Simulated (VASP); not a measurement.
A run of VASP 6.6.1 is set up as follows.

INCAR

```
PREC     = Accurate       # precision mode
ENCUT    = 600            # plane-wave cutoff, eV
EDIFF    = 1E-6           # SCF threshold, eV
ISMEAR   = 0              # smearing method
SIGMA    = 0.1            # smearing width, eV
LREAL    = F              # projectors in reciprocal space
LASPH    = T              # aspherical terms in the spheres
NELM     = 120            # most SCF steps
ALGO     = Normal         # electronic algorithm
ISIF     = 2              # what is computed and relaxed
LWAVE    = F              # write WAVECAR
LCHARG   = F              # write CHGCAR
GGA      = PS             # functional
NBANDS   = 12             # bands
GGA_COMPAT= F
```

Contents of KPOINTS:

```
Automatic mesh
0
Gamma
  8 8 8
```

POSCAR

```
Cu
1.0
    0.0000000000      1.7816373414      1.7816373414
    1.7816373414      0.0000000000      1.7816373414
    1.7816373414      1.7816373414      0.0000000000
Cu
1
Direct
    0.0000000000      0.0000000000      0.0000000000
```

Potentials or basis: VASP PAW PBE potentials, release 64 (Cu).

Launch:

```bash
$ cat potpaw_PBE.64/Cu/POTCAR > POTCAR
$ mpirun -np 1 vasp_std > vasp.out
```

Task: What does it give for the pressure?

Result: 1.8 GPa.

Caveat: the k points lie up to 0.38 Å⁻¹ apart; the PAW data sets were made with another functional, which shifts forces and pressure a little.
